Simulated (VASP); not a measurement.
# CdS (Hawleyite) in VASP: notebook

Aim: see how the results for CdS (Hawleyite) move with the level of theory and the settings. Levels: PBE, r2SCAN+D4. Tasks: single point.

All numbers are computed with VASP 6.6.1; they aren't measurements. Logs are shortened: lines on timing, memory, paths and dates and some standing lists are left out, and cuts for length are marked.

## 1. The cell of the first run

It takes space group F-43m (No. 216, cubic). Conventional cell: a = 5.833 Å, b = 5.833 Å, c = 5.833 Å, α = 90.00°, β = 90.00°, γ = 90.00°. Cd (site symmetry -43m) has 4 S at 2.53 Å within 3.3 Å. S (site symmetry -43m) has 4 Cd at 2.53 Å within 3.3 Å.

## 2. Single point, PBE

File INCAR:

```
PREC = Accurate ; ENCUT = 520
EDIFF = 1E-6 ; ISMEAR = -1
SIGMA = 0.03 ; LREAL = False
LASPH = True ; NELM = 100
ALGO = Normal ; ISIF = 2
LWAVE = False ; LCHARG = True
GGA = PE ; LELF = True
LVHAR = True ; NBANDS = 16
```

File KPOINTS:

```
regular mesh
0
Gamma
  4 4 4
```

File POSCAR:

```
CdS
1.0
    0.0000000000      2.9165000000      2.9165000000
    2.9165000000      0.0000000000      2.9165000000
    2.9165000000      2.9165000000      0.0000000000
Cd S
1 1
Direct
    0.0000000000      0.0000000000      0.0000000000
    0.7500000000      0.7500000000      0.7500000000
```

Potentials or basis: VASP PAW PBE potentials, release 64 (Cd, S).

Started as:

```sh
$ cat potpaw_PBE.64/Cd/POTCAR potpaw_PBE.64/S/POTCAR > POTCAR
$ mpirun -np 1 vasp_std > vasp.out
```

OUTCAR:

```text
PREC = Accurate
   ENCUT = 520
   EDIFF = 1E-6
   ISMEAR = -1
   LREAL = False
   LASPH = True
   NELM = 100
   ISIF = 2
   GGA = PE

 ion  position               nearest neighbor table
   1  0.000  0.000  0.000-   2 2.53   2 2.53   2 2.53   2 2.53
   2  0.750  0.750  0.750-   1 2.53   1 2.53   1 2.53   1 2.53

  LATTYP: Found a face centered cubic cell.
 ALAT       =     5.8330000000

  Lattice vectors:

 A1 = (   0.0000000000,   2.9165000000,   2.9165000000)
 A2 = (   2.9165000000,   0.0000000000,   2.9165000000)
 A3 = (   2.9165000000,   2.9165000000,   0.0000000000)

Analysis of symmetry for initial positions (statically):
=====================================================================
 Subroutine PRICEL returns:
 Original cell was already a primitive cell.

 Routine SETGRP: Setting up the symmetry group for a
 face centered cubic supercell.

 Subroutine GETGRP returns: Found 24 space group operations
 (whereof 24 operations were pure point group operations)
 out of a pool of 48 trial point group operations.

The static configuration has the point symmetry T_d .

Analysis of symmetry for dynamics (positions and initial velocities):
=====================================================================
 Subroutine PRICEL returns:
 Original cell was already a primitive cell.

 Routine SETGRP: Setting up the symmetry group for a
 face centered cubic supercell.

 Subroutine GETGRP returns: Found 24 space group operations
 (whereof 24 operations were pure point group operations)
 out of a pool of 48 trial point group operations.

The dynamic configuration has the point symmetry T_d .

 Subroutine INISYM returns: Found 24 space group operations
 (whereof 24 operations are pure point group operations),
 and found     1 'primitive' translations

----------------------------------------------------------------------------------------

                                     Primitive cell

  volume of cell :      49.6153

  direct lattice vectors                    reciprocal lattice vectors
     0.000000000  2.916500000  2.916500000    -0.171438368  0.171438368  0.171438368
     2.916500000  0.000000000  2.916500000     0.171438368 -0.171438368  0.171438368
     2.916500000  2.916500000  0.000000000     0.171438368  0.171438368 -0.171438368

  length of vectors
     4.124553855  4.124553855  4.124553855     0.296939964  0.296939964  0.296939964

  position of ions in fractional coordinates (direct lattice)
[... 60 lines left out ...]
   ENCUT  =  520.0 eV  38.22 Ry    6.18 a.u.   7.67  7.67  7.67*2*pi/ulx,y,z
   NELM   =    100;   NELMIN=  2; NELMDL= -5     # of ELM steps
   EDIFF  = 0.1E-05   stopping-criterion for ELM
   LREAL  =      F    real-space projection
   EDIFFG = 0.1E-04   stopping-criterion for IOM
   NSW    =      0    number of steps for IOM
   IBRION =     -1    ionic relax: 0-MD 1-quasi-New 2-CG
   NFREE  =      0    steps in history (QN), initial steepest desc. (CG)
   ISIF   =      2    stress and relaxation
   ISYM   =      2    0-nonsym 1-usesym 2-fastsym
   POTIM  = 0.5000    time-step for ionic-motion
   TEBEG  =    0.0;   TEEND  =   0.0 temperature during run
   PSTRESS=    0.0 pullay stress
   NELECT =      18.0000    total number of electrons
   NUPDOWN=      -1.0000    fix difference up-down
   EMIN   =  10.00;   EMAX   =-10.00  energy-range for DOS
   EFERMI =   0.00;   METHOD = LEGACY
   ISMEAR =    -1;   SIGMA  =   0.03  broadening in eV -4-tet -1-fermi 0-gaus
   EFERMI_NEDOS =   21; number of points for ismear=-14 and -15
   IALGO  =     38    algorithm
   IMIX   =      4    mixing-type and parameters
     AMIX     =   0.40;   BMIX     =  1.00
     AMIX_MAG =   1.60;   BMIX_MAG =  1.00
  volume/ion in A,a.u.               =      24.81       167.41
  Fermi-wavevector in a.u.,A,eV,Ry     =   1.167599  2.206442 18.548649  1.363287
  Thomas-Fermi vector in A             =   2.304097
   LORBIT       =      0    0 simple, 1 ext, 2 COOP (PROOUT), +10 PAW based schemes
   GGA     = PE    functional components
   LHFCALC =     F    Hartree Fock is set to
   AEXX    =    0.0000 exact exchange contribution
   IVDW    =     0    specifies the selected vdW correction
   LEPSILON=     F    determine dielectric tensor
   LRPA    =     F    only Hartree local field effects (RPA)
 non-spin polarized calculation
  energy-cutoff  :      520.00
  volume of cell :       49.62
 maximum number of plane-waves:      1363
 NGX is ok and might be reduce to    32

 number of electron      18.0000004 magnetization

 Free energy of the ion-electron system (eV)
  ---------------------------------------------------
  ext. energy  EPLUGINS =         0.00000000
  ---------------------------------------------------
  free energy    TOTEN  =        -6.08790846 eV

  energy without entropy =       -6.08790846  energy(sigma->0) =       -6.08790846

 E-fermi :   1.9208     XC(G=0):  -9.1404

 val. band max:        1.3373443098   @ k =   0.0000   0.0000   0.0000
 cond. band min:       2.4758686502   @ k =   0.0000   0.0000   0.0000
 fundamental gap:      1.1385243404
 Fermi energy:         1.9208345470

 k-point     1 :       0.0000    0.0000    0.0000
  band No.  band energies     occupation
      1     -11.0301      2.00000
      2      -6.4120      2.00000
      3      -6.4120      2.00000
      4      -6.4120      2.00000
      5      -5.9346      2.00000
      6      -5.9346      2.00000
[... 129 lines left out ...]
      3      -6.1605      2.00000
      4      -5.9735      2.00000
      5      -5.9270      2.00000
      6      -5.3011      2.00000
[... 8 lines left out ...]
     15      14.5496      0.00000
     16      14.6537      0.00000

------------------------ aborting loop because EDIFF is reached ----------------------------------------

  FORCE on cell =-STRESS in cart. coord.  units (eV):
  Direction    XX          YY          ZZ          XY          YZ          ZX
  --------------------------------------------------------------------------------------
  -------------------------------------------------------------------------------------
  Total        1.0429407      1.0429407      1.0429407      0.0000000      0.0000000      0.0000000
  in kB       33.6786184     33.6786184     33.6786184      0.0000000      0.0000000      0.0000000
  external PRESSURE =      33.6786184 kB  Pullay stress =       0.0000000 kB

 VOLUME and BASIS-vectors are now :
 -----------------------------------------------------------------------------
  energy-cutoff  :      520.00
  volume of cell :       49.62
      direct lattice vectors                 reciprocal lattice vectors
     0.000000000  2.916500000  2.916500000    -0.171438368  0.171438368  0.171438368
     2.916500000  0.000000000  2.916500000     0.171438368 -0.171438368  0.171438368
     2.916500000  2.916500000  0.000000000     0.171438368  0.171438368 -0.171438368

 POSITION                                       TOTAL-FORCE (eV/Angst)
 -----------------------------------------------------------------------------------
      0.00000      0.00000      0.00000         0.000000      0.000000      0.000000
      4.37475      4.37475      4.37475        -0.000000     -0.000000     -0.000000
 -----------------------------------------------------------------------------------
    total drift:                                0.000000      0.000000      0.000000

  FREE ENERGIE OF THE ION-ELECTRON SYSTEM (eV)
  ---------------------------------------------------
  free  energy   TOTEN  =        -6.0879084561 eV

  energy  without entropy=       -6.0879084557  energy(sigma->0) =       -6.08790846
```

stdout:

```text
POSCAR found type information on POSCAR CdS
 POSCAR found :  2 types and       2 ions
 scaLAPACK will be used
 LDA part: xc-table for (Slater+PW92), standard interpolation
 POSCAR, INCAR and KPOINTS ok, starting setup
 FFT: planning ... GRIDC
 FFT: planning ... GRID_SOFT
 FFT: planning ... GRID
 WAVECAR not read
 entering main loop
```

Wall time 5.6 s (1 thread of Intel Xeon Platinum 8488C (Sapphire Rapids), shared host); peak memory 0.17 GiB.

Results:

```yaml
Free_energy: -6.0879 eV
Pressure: 3.4 GPa
Band_gap_on_the_k_mesh: 1.14 eV, direct
```

Levels at points of the mesh, in eV from the valence-band top:
```csv
k point,band 7,band 8,band 9,band 10,band 11,band 12
"(0.00, 0.00, 0.00)",0.00,0.00,0.00,1.14,6.53,6.53
"(0.50, 0.00, 0.00)",-4.41,-0.75,-0.75,3.00,7.00,7.00
"(0.50, 0.50, 0.00)",-3.96,-1.88,-1.88,3.54,4.34,9.23
```

Caveat: the k points lie up to 0.47 Å⁻¹ apart.

## 3. Single point, r2SCAN+D4

POSCAR is that of step 2.

File INCAR.step1:

```
PREC = Accurate ; ENCUT = 520
ISMEAR = -1 ; SIGMA = 0.01
LREAL = False ; LASPH = True
NELM = 80 ; NBANDS = 16
GGA = PE ; ALGO = Normal
EDIFF = 1E-4 ; LWAVE = True
LCHARG = False
```

File INCAR.step2:

```
PREC = Accurate ; ENCUT = 520
EDIFF = 1E-6 ; ISMEAR = -1
SIGMA = 0.01 ; LREAL = False
LASPH = True ; NELM = 80
ALGO = Normal ; ISIF = 2
LWAVE = False ; LCHARG = True
METAGGA = R2SCAN ; LMIXTAU = True
IVDW = 13 ; VDW_S6 = 1.0
VDW_S8 = 0.6018749 ; VDW_A1 = 0.51559235
VDW_A2 = 5.77342911 ; LELF = True
LVHAR = True ; NBANDS = 16
ISTART = 1
```

File KPOINTS:

```
regular mesh
0
Gamma
  8 8 8
```

Potentials or basis: VASP PAW PBE potentials, release 64 (Cd, S).

Started as:

```sh
$ cat potpaw_PBE.64/Cd/POTCAR potpaw_PBE.64/S/POTCAR > POTCAR
$ cp INCAR.step1 INCAR
$ mpirun -np 1 vasp_std > vasp.out
$ cp INCAR.step2 INCAR
$ mpirun -np 1 vasp_std > vasp.out
```

Run time: 57 s. Hardware: 1 thread of Intel Xeon Platinum 8259CL at 2.50GHz (Skylake/Cascade Lake), shared host; peak memory 0.19 GiB.

It converged, with:

```yaml
Free_energy: -29.9149 eV
Pressure: 1.1 GPa
Band_gap_on_the_k_mesh: 1.59 eV, direct
Dispersion_energy_per_atom: -0.118 eV
```

Levels at points of the mesh, in eV from the valence-band top:
| k point | band 5 | band 6 | band 7 | band 8 | band 9 | band 10 | band 11 | band 12 | band 13 | band 14 |
| --- | --- | --- | --- | --- | --- | --- | --- | --- | --- | --- |
| (0.00, 0.00, 0.00) | -7.45 | -7.45 | 0.00 | 0.00 | 0.00 | 1.59 | 7.07 | 7.07 | 7.07 | 11.96 |
| (0.50, 0.00, 0.00) | -7.42 | -7.07 | -4.47 | -0.77 | -0.77 | 3.48 | 7.48 | 7.48 | 7.90 | 11.58 |
| (0.50, 0.50, 0.00) | -7.36 | -7.00 | -3.98 | -1.93 | -1.93 | 3.84 | 4.76 | 9.80 | 11.55 | 11.55 |

Caveat: the PAW data sets were made with another functional, which shifts forces and pressure a little.

## 4. Single point, PBE

File INCAR:

```
SYSTEM = CdS
PREC     = Accurate       ! precision mode
ENCUT    = 520            ! plane-wave cutoff, eV
EDIFF    = 1E-7           ! SCF threshold, eV
ISMEAR   = -1             ! smearing method
SIGMA    = 0.05           ! smearing width, eV
LREAL    = .FALSE.        ! projectors in reciprocal space
LASPH    = .TRUE.         ! aspherical terms in the spheres
NELM     = 100            ! most SCF steps
ALGO     = Normal         ! electronic algorithm
ISIF     = 2              ! what is computed and relaxed
LWAVE    = .FALSE.        ! write WAVECAR
LCHARG   = .FALSE.        ! write CHGCAR
GGA      = PE             ! functional
NBANDS   = 16             ! bands
```

File KPOINTS:

```
Automatic mesh
0
G
  5 5 5
  0 0 0
```

File POSCAR:

```
CdS
1.0
    0.0000000000      2.9165000000      2.9165000000
    2.9165000000      0.0000000000      2.9165000000
    2.9165000000      2.9165000000      0.0000000000
Cd S
1 1
Direct
   -0.0103480000      0.0223960000     -0.0034000000
    0.7487080000      0.7471110000      0.7497450000
```

Started as:

```sh
$ cat potpaw_PBE.64/Cd/POTCAR potpaw_PBE.64/S/POTCAR > POTCAR
$ mpirun -np 1 vasp_std > vasp.out
```

It took 34 s on 1 thread of Intel Xeon Platinum 8259CL at 2.50GHz (Skylake/Cascade Lake), shared host; peak memory 0.2 GiB.

It converged, with:

```
Free energy            : -6.0906 eV
Pressure               : 3.5 GPa
Largest force          : 0.545 eV/Å
Band gap on the k mesh : 1.14 eV, direct
```

Forces on the atoms (eV/Å):
```
Cd  -0.377  0.254 -0.301
S    0.377 -0.254  0.301
```

Stress tensor (GPa, compression positive):
```
 3.40 -1.27  1.05
-1.27  3.50 -1.63
 1.05 -1.63  3.47
```

Levels at points of the mesh, in eV from the valence-band top:
```tsv
k point	band 7	band 8	band 9	band 10	band 11	band 12
(0.00, 0.00, 0.00)	-0.06	0.00	0.00	1.14	6.51	6.51
```

## 5. Single point, PBE

File INCAR:

```
ALGO = Normal ; EDIFF = 1E-6
ENCUT = 520 ; GGA = PE
ISIF = 2 ; ISMEAR = -1
LASPH = T ; LCHARG = F
LREAL = F ; LWAVE = F
NBANDS = 16 ; NELM = 100
PREC = Accurate ; SIGMA = 0.05
```

File KPOINTS:

```
k-points
0
Gamma
  5 5 5
```

POSCAR is that of step 4.

Potentials or basis: VASP PAW PBE potentials, release 64 (Cd, S).

Started as:

```sh
$ cat potpaw_PBE.64/Cd/POTCAR potpaw_PBE.64/S/POTCAR > POTCAR
$ mpirun -np 1 vasp_std > vasp.out
```

OUTCAR:

```text
EDIFF = 1E-6
   ENCUT = 520
   GGA = PE
   ISIF = 2
   ISMEAR = -1
   LASPH = T
   LREAL = F
   NELM = 100
   PREC = Accurate

 ion  position               nearest neighbor table
   1  0.990  0.022  0.997-   2 2.44   2 2.54   2 2.56   2 2.57
   2  0.749  0.747  0.750-   1 2.44   1 2.54   1 2.56   1 2.57

  LATTYP: Found a face centered cubic cell.
 ALAT       =     5.8330000000

  Lattice vectors:

 A1 = (   0.0000000000,   2.9165000000,   2.9165000000)
 A2 = (   2.9165000000,   0.0000000000,   2.9165000000)
 A3 = (   2.9165000000,   2.9165000000,   0.0000000000)

Analysis of symmetry for initial positions (statically):
=====================================================================
 Subroutine PRICEL returns:
 Original cell was already a primitive cell.

 Routine SETGRP: Setting up the symmetry group for a
 face centered cubic supercell.

 Subroutine GETGRP returns: Found  1 space group operations
 (whereof  1 operations were pure point group operations)
 out of a pool of 48 trial point group operations.

The static configuration has the point symmetry C_1 .

Analysis of symmetry for dynamics (positions and initial velocities):
=====================================================================
 Subroutine PRICEL returns:
 Original cell was already a primitive cell.

 Routine SETGRP: Setting up the symmetry group for a
 face centered cubic supercell.

 Subroutine GETGRP returns: Found  1 space group operations
 (whereof  1 operations were pure point group operations)
 out of a pool of 48 trial point group operations.

The dynamic configuration has the point symmetry C_1 .

 Subroutine INISYM returns: Found  1 space group operations
 (whereof  1 operations are pure point group operations),
[... 103 lines left out ...]
   ISYM   =      2    0-nonsym 1-usesym 2-fastsym
   POTIM  = 0.5000    time-step for ionic-motion
   TEBEG  =    0.0;   TEEND  =   0.0 temperature during run
   PSTRESS=    0.0 pullay stress
   NELECT =      18.0000    total number of electrons
   NUPDOWN=      -1.0000    fix difference up-down
   EMIN   =  10.00;   EMAX   =-10.00  energy-range for DOS
   EFERMI =   0.00;   METHOD = LEGACY
   ISMEAR =    -1;   SIGMA  =   0.05  broadening in eV -4-tet -1-fermi 0-gaus
   EFERMI_NEDOS =   21; number of points for ismear=-14 and -15
   IALGO  =     38    algorithm
   IMIX   =      4    mixing-type and parameters
     AMIX     =   0.40;   BMIX     =  1.00
     AMIX_MAG =   1.60;   BMIX_MAG =  1.00
  volume/ion in A,a.u.               =      24.81       167.41
  Fermi-wavevector in a.u.,A,eV,Ry     =   1.167599  2.206442 18.548649  1.363287
  Thomas-Fermi vector in A             =   2.304097
   LORBIT       =      0    0 simple, 1 ext, 2 COOP (PROOUT), +10 PAW based schemes
   GGA     = PE    functional components
   LHFCALC =     F    Hartree Fock is set to
   AEXX    =    0.0000 exact exchange contribution
   IVDW    =     0    specifies the selected vdW correction
   LEPSILON=     F    determine dielectric tensor
   LRPA    =     F    only Hartree local field effects (RPA)
 non-spin polarized calculation
  energy-cutoff  :      520.00
  volume of cell :       49.62
 maximum number of plane-waves:      1363
   NGX = 15   NGY = 15   NGZ = 15

 number of electron      17.9999997 magnetization

 Free energy of the ion-electron system (eV)
  ---------------------------------------------------
  ext. energy  EPLUGINS =         0.00000000
  ---------------------------------------------------
  free energy    TOTEN  =        -6.09055096 eV

  energy without entropy =       -6.09055062  energy(sigma->0) =       -6.09055079

 E-fermi :   1.9283     XC(G=0):  -9.1467

 val. band max:        1.3382455584   @ k =   0.0000   0.0000   0.0000
 cond. band min:       2.4763846681   @ k =   0.0000   0.0000   0.0000
 fundamental gap:      1.1381391097
 Fermi energy:         1.9283025125

 k-point     1 :       0.0000    0.0000    0.0000
  band No.  band energies     occupation
      1     -11.0595      2.00000
      2      -6.4902      2.00000
      3      -6.4006      2.00000
      4      -6.3772      2.00000
      5      -5.9439      2.00000
      6      -5.9430      2.00000
[... 433 lines left out ...]
      3      -6.2520      2.00000
      4      -6.0522      2.00000
      5      -5.8939      2.00000
      6      -5.7731      2.00000
[... 8 lines left out ...]
     15      13.6658      0.00000
     16      14.6790      0.00000

 [... further k-points ...]
[... 5 lines left out ...]
  --------------------------------------------------------------------------------------
  -------------------------------------------------------------------------------------
  Total        1.0532519      1.0834988      1.0731865     -0.3942124     -0.5061744      0.3241346
  in kB       34.0115875     34.9883177     34.6553153    -12.7298979    -16.3453725     10.4669479
  external PRESSURE =      34.5517402 kB  Pullay stress =       0.0000000 kB

 VOLUME and BASIS-vectors are now :
 -----------------------------------------------------------------------------
  energy-cutoff  :      520.00
  volume of cell :       49.62
      direct lattice vectors                 reciprocal lattice vectors
     0.000000000  2.916500000  2.916500000    -0.171438368  0.171438368  0.171438368
     2.916500000  0.000000000  2.916500000     0.171438368 -0.171438368  0.171438368
     2.916500000  2.916500000  0.000000000     0.171438368  0.171438368 -0.171438368

 POSITION                                       TOTAL-FORCE (eV/Angst)
 -----------------------------------------------------------------------------------
      2.97190      5.79290      2.95164        -0.377103      0.254475     -0.300789
      4.36558      4.37024      4.36256         0.377103     -0.254475      0.300789
 -----------------------------------------------------------------------------------
    total drift:                                0.000051      0.000040     -0.000259

  FREE ENERGIE OF THE ION-ELECTRON SYSTEM (eV)
  ---------------------------------------------------
  free  energy   TOTEN  =        -6.0905509636 eV

  energy  without entropy=       -6.0905506154  energy(sigma->0) =       -6.09055079
```

stdout:

```text
POSCAR found type information on POSCAR CdS
 POSCAR found :  2 types and       2 ions
 scaLAPACK will be used
 LDA part: xc-table for (Slater+PW92), standard interpolation
 POSCAR, INCAR and KPOINTS ok, starting setup
 FFT: planning ... GRIDC
 FFT: planning ... GRID_SOFT
 FFT: planning ... GRID
 WAVECAR not read
 entering main loop
```

Run time: 33 s. Hardware: 1 thread of Intel Xeon Platinum 8259CL at 2.50GHz (Skylake/Cascade Lake), shared host; peak memory 0.2 GiB.

What came out:

```
Free energy            : -6.0906 eV
Pressure               : 3.5 GPa
Largest force          : 0.545 eV/Å
Band gap on the k mesh : 1.14 eV, direct
```

Forces in eV/Å, atoms in the order of the input:
```
Cd  -0.377  0.254 -0.301
S    0.377 -0.254  0.301
```

Levels at points of the mesh, in eV from the valence-band top:
```
           k point  band 6  band 7  band 8  band 9  band 10  band 11  band 12  band 13
(0.00, 0.00, 0.00)   -7.28   -0.06    0.00    0.00     1.14     6.51     6.51     6.59
```

## 6. The runs side by side

```tsv
level	k mesh	smearing	gap on the mesh (eV)	pressure (GPa)
PBE	4 × 4 × 4	fermi-dirac 0.03 eV	1.14	3.4
r2SCAN+D4	8 × 8 × 8	fermi-dirac 0.01 eV	1.59	1.1
PBE	5 × 5 × 5	fermi-dirac 0.05 eV	1.14	3.5
```

Some of these runs hold the atoms at other places in the same cell, which the table doesn't show; runs alike in all that it shows share one row.

Alike in all rows: task single point; potentials or basis VASP PAW PBE potentials, release 64 (Cd, S); no spin polarisation; cell as given; cutoff (eV) 520.

Caveats: some runs use coarse meshes; the PAW data sets were made with another functional, which shifts forces and pressure a little (some runs).

Total energies depend on the potentials used, so only differences within one code and one set of settings carry meaning.
